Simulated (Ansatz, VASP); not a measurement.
# One calculation of SnO, two programs

INCAR

```
PREC     = Accurate       # precision mode
ENCUT    = 520            # plane-wave cutoff, eV
EDIFF    = 1E-6           # SCF threshold, eV
ISMEAR   = 0              # smearing method
SIGMA    = 0.15           # smearing width, eV
LREAL    = F              # projectors in reciprocal space
LASPH    = T              # aspherical terms in the spheres
NELM     = 80             # most SCF steps
ALGO     = Normal         # electronic algorithm
ISIF     = 2              # what is computed and relaxed
LWAVE    = F              # write WAVECAR
LCHARG   = T              # write CHGCAR
GGA      = CA             # functional
LELF     = T              # ELF
LVHAR    = T            
NBANDS   = 28             # bands
```

KPOINTS

```
regular mesh
0
Gamma
  12 12 10
```

Contents of POSCAR:

```
SnO
1.0
    3.9483590147      0.0000000000      0.0000000000
    0.0000000000      3.9483590147      0.0000000000
    0.0000000000      0.0000000000      4.0675994569
Sn O
2 2
Direct
    0.0000000000      0.5000000000      0.2457459271
    0.5000000000      0.0000000000      0.7542540729
    0.0000000000      0.0000000000      0.0000000000
    0.5000000000      0.5000000000      0.0000000000
```

Input for Ansatz:

```yaml
crystal:
  lattice:
    - [3.9483590147, 0.0, 0.0]
    - [0.0, 3.9483590147, 0.0]
    - [0.0, 0.0, 4.0675994569]
  atoms:
    - { symbol: Sn, position: [0.0, 0.5, 0.2457459271] }
    - { symbol: Sn, position: [0.5, 0.0, 0.7542540729] }
    - { symbol: O, position: [0.0, 0.0, 0.0] }
    - { symbol: O, position: [0.5, 0.5, 0.0] }
basis:
  ecutwfc: 520.0
kpoints:
  mp_grid: { grid: [12, 12, 10] }
hamiltonian:
  xc: lda
scf:
  occupations: { method: gaussian, width: 0.15 }
output:
  forces: true
  stress: true
  eigenvalues: true
```

Alike in both runs: task single point; functional LDA; k mesh 12 × 12 × 10; occupations gaussian, width 0.15 eV; no spin polarisation.

|  | VASP | Ansatz |
| --- | --- | --- |
| version | VASP 6.6.1 | Ansatz 0.2.0 |
| potentials or method | VASP PAW LDA potentials, release 64 (Sn_d, O), cutoff 520 eV | scalar-relativistic, plane waves, PAW |
| valence electrons in the cell | 40 | 40 |

Ansatz gave:

| Item | Value |
| --- | --- |
| gap on the k mesh at the Fermi level (eV) | 0.57 |
| least direct gap on the mesh (eV) | 1.33 |
| pressure (GPa) | 1.1 |
| traceless stress, the component that is largest in VASP (GPa) | 6.78 |
| rms of the force components (eV/Å) | 0.320 |

Question: Which values does VASP return?

Answer: gap on the k mesh at the Fermi level (eV): 0.55; least direct gap on the mesh (eV): 1.29; pressure (GPa): 1.5; traceless stress, the component that is largest in VASP (GPa): 6.66; rms of the force components (eV/Å): 0.363.

LDA's correlation is that of Perdew and Zunger in VASP and of Perdew and Wang (1992) in Ansatz. Atom by atom the forces differ by 0.042 eV/Å (rms over components).
